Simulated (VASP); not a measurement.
Crystal: Ba.

```
Ba
1.0
     4.07163    0.00000    0.00000
     0.00000    4.07163    0.00000
     0.00000    0.00000    4.07163
Ba
1
Direct
  0.00000 0.00000 0.00000
```

This isn't the form of Ba at room conditions, which is bcc.

* Program: VASP 6.6.1
* Task: relaxation of cell and atoms
* Functional: PBEsol
* Potentials or basis: VASP PAW PBE potentials, release 64 (Ba_sv)
* Cutoff: 600 eV
* k mesh: 8 × 8 × 8
* Occupations: fermi-dirac, width 0.1 eV
* Spin: no spin polarisation

At the start: pressure -1.0 GPa; volume 67.50 Å³/atom.

Q: How do energy, volume and symmetry change on relaxing?

A: Over 4 steps the energy falls by 38.4 meV/atom and the volume is 56.65 Å³/atom (-16.1 %); space group Pm-3m (No. 221, to 0.1 Å) before and after.

Step by step:
| step | energy change (eV) | largest force (eV/Å) | pressure (GPa) | volume (Å³) |
| --- | --- | --- | --- | --- |
| 1 | 0.0000 | 0.0000 | -1.01 | 67.50 |
| 2 | -0.0223 | 0.0000 | -0.72 | 63.43 |
| 3 | -0.0375 | 0.0000 | -0.19 | 58.28 |
| 4 | -0.0384 | 0.0000 | 0.02 | 56.65 |

Final structure:
```xyz
1
Lattice="3.8407 0.0000 0.0000 0.0000 3.8407 0.0000 0.0000 0.0000 3.8407" Properties=species:S:1:pos:R:3 pbc="T T T"
Ba    0.0000    0.0000    0.0000
```

Caveat: the volume moved by over 15 % at a fixed basis, so the end points are rough; the PAW data sets were made with another functional, which shifts forces and pressure a little.
